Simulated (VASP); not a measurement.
Wanted: the native input for a VASP 6.6.1 run.

```yaml
Task: single point
Functional: r2SCAN
Potentials_or_basis: VASP PAW PBE potentials, release 64 (Na_pv)
Cutoff: 520 eV
k_mesh: 9 × 9 × 9
Occupations: fermi-dirac, width 0.1 eV
Spin: no spin polarisation
Dipole_correction: no
Further_INCAR_settings: ALGO = Normal; EDIFF = 1e-06; NBANDS = 10
```

The system is Na.

```
Na
1.0
    -2.11250    2.11250    2.11250
     2.11250   -2.11250    2.11250
     2.11250    2.11250   -2.11250
Na
1
Direct
  0.00000 0.00000 0.00000
```

One way to write it, as run:

POSCAR

```
Na
1.0
   -2.1125000000      2.1125000000      2.1125000000
    2.1125000000     -2.1125000000      2.1125000000
    2.1125000000      2.1125000000     -2.1125000000
Na
1
Direct
    0.0000000000      0.0000000000      0.0000000000
```

INCAR.step1

```
SYSTEM = Na
ALGO = Normal
EDIFF = 1E-4
ENCUT = 520
GGA = PE
ISMEAR = -1
LASPH = .TRUE.
LCHARG = .FALSE.
LREAL = .FALSE.
LWAVE = .TRUE.
NBANDS = 10
NELM = 100
PREC = Accurate
SIGMA = 0.1
```

INCAR.step2

```
SYSTEM = Na
ALGO = Normal
EDIFF = 1E-6
ENCUT = 520
ISIF = 2
ISMEAR = -1
ISTART = 1
LASPH = .TRUE.
LCHARG = .FALSE.
LMIXTAU = .TRUE.
LREAL = .FALSE.
LWAVE = .FALSE.
METAGGA = R2SCAN
NBANDS = 10
NELM = 100
PREC = Accurate
SIGMA = 0.1
```

KPOINTS

```
k-points
0
G
  9 9 9
  0 0 0
```

Potentials or basis: VASP PAW PBE potentials, release 64 (Na_pv).

Launch:

```console
$ cat potpaw_PBE.64/Na_pv/POTCAR > POTCAR
$ cp INCAR.step1 INCAR
$ mpirun -np 1 vasp_std > vasp.out
$ cp INCAR.step2 INCAR
$ mpirun -np 1 vasp_std > vasp.out
```

Results of the run:

```json
{
  "Pressure": "0.1 GPa",
  "Band gap on the k mesh": "zero (an odd number of electrons rules out a gap without spin polarisation)"
}
```

Caveat: the PAW data sets were made with another functional, which shifts forces and pressure a little.

It took 63 s on 1 thread of Intel Xeon 8259CL, on a shared host, peak memory 0.16 GiB.
